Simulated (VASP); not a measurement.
Input of a VASP 6.6.1 run:

File POSCAR:

```
InGa3P4
1.0
    3.8928709247      0.0000000000      0.0000000000
    0.0000000000      3.8990687262      5.5197585537
    0.0000000000     -3.8990687262      5.5197585537
Ga In P
3 1 4
Direct
    0.0000000000     -0.0003388215     -0.0003388215
    0.5000000000     -0.0000911061      0.5003205666
    0.5000000000      0.5003205666     -0.0000911061
    0.0000000000      0.4993371685      0.4993371685
    0.5000000000      0.1250709927      0.1250709927
    0.0000000000      0.1096614010      0.6300475672
    0.0000000000      0.6300475672      0.1096614010
    0.5000000000      0.6359922317      0.6359922317
```

The input INCAR.step1:

```
ALGO = Normal ; EDIFF = 1E-4
ENCUT = 520 ; GGA = PE
ISMEAR = 0 ; LASPH = True
LCHARG = False ; LREAL = False
LWAVE = True ; NBANDS = 46
NELM = 100 ; PREC = Accurate
SIGMA = 0.01
```

Contents of INCAR.step2:

```
ALGO = Normal ; EDIFF = 1E-6
ENCUT = 520 ; ISIF = 2
ISMEAR = 0 ; ISTART = 1
LASPH = True ; LCHARG = False
LMIXTAU = True ; LREAL = False
LWAVE = False ; METAGGA = R2SCAN
NBANDS = 46 ; NELM = 100
PREC = Accurate ; SIGMA = 0.01
```

File KPOINTS:

```
k-points
0
Gamma
  6 4 4
```

Potentials or basis: VASP PAW PBE potentials, release 64 (Ga_d, In_d, P).

Launch:

```sh
$ cat potpaw_PBE.64/Ga_d/POTCAR potpaw_PBE.64/In_d/POTCAR potpaw_PBE.64/P/POTCAR > POTCAR
$ cp INCAR.step1 INCAR
$ mpirun -np 1 vasp_std > vasp.out
$ cp INCAR.step2 INCAR
$ mpirun -np 1 vasp_std > vasp.out
```

**Question.** Predict the largest force.

**Answer.** 0.044 eV/Å.

**Question.** Estimate the band gap on the k mesh.

**Answer.** 1.56 eV (least direct gap 1.62 eV).

**Question.** Estimate the pressure.

**Answer.** 2.6 GPa.

Forces in eV/Å, atoms in the order of the input:
```
Ga   0.000  0.000  0.025
Ga   0.000  0.044  0.001
Ga   0.000 -0.044  0.001
In   0.000  0.000 -0.025
P    0.000  0.000 -0.001
P    0.000 -0.018 -0.012
P    0.000  0.018 -0.012
P    0.000  0.000  0.024
```

Caveat: the PAW data sets were made with another functional, which shifts forces and pressure a little; spin-orbit coupling is left out, which moves the levels of the heavy elements. A k mesh can miss the band edges.
